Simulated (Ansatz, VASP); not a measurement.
**ZnS in VASP and in Ansatz**

```
Zn S
1.0
     3.79704    0.00000    0.00000
    -1.89852    3.28834    0.00000
     0.00000    0.00000    6.21868
Zn S
2 2
Direct
  0.33333 0.66667 0.00000
  0.66667 0.33333 0.50000
  0.33333 0.66667 0.37480
  0.66667 0.33333 0.87480
```

Change from the starting cell: volume scaled by 0.98, ions relaxed.

Alike in both runs: functional PBE; k mesh 13 × 13 × 7; occupations fermi-dirac, width 0.02 eV; no spin polarisation.

Ansatz relaxed the structure, and its values are those at the end. VASP's run is a single point on that final structure, the one shown.

|  | VASP | Ansatz |
| --- | --- | --- |
| version | VASP 6.6.1 | Ansatz 0.2.0 |
| potentials or method | VASP PAW PBE potentials, release 64 (Zn, S) | plane-wave PAW, scalar-relativistic |
| plane-wave cutoff (eV) | 520 | 420 |
| valence electrons in the cell | 36 | 36 |

```csv
,VASP,Ansatz,Ansatz less VASP
gap on the k mesh at the Fermi level (eV),2.26,2.26,-0.006
pressure (GPa),3.1,2.9,-0.17
rms of the force components (eV/Å),0.006,0.006,-0.0003
```

Ansatz's warnings: stress scf threshold loose.
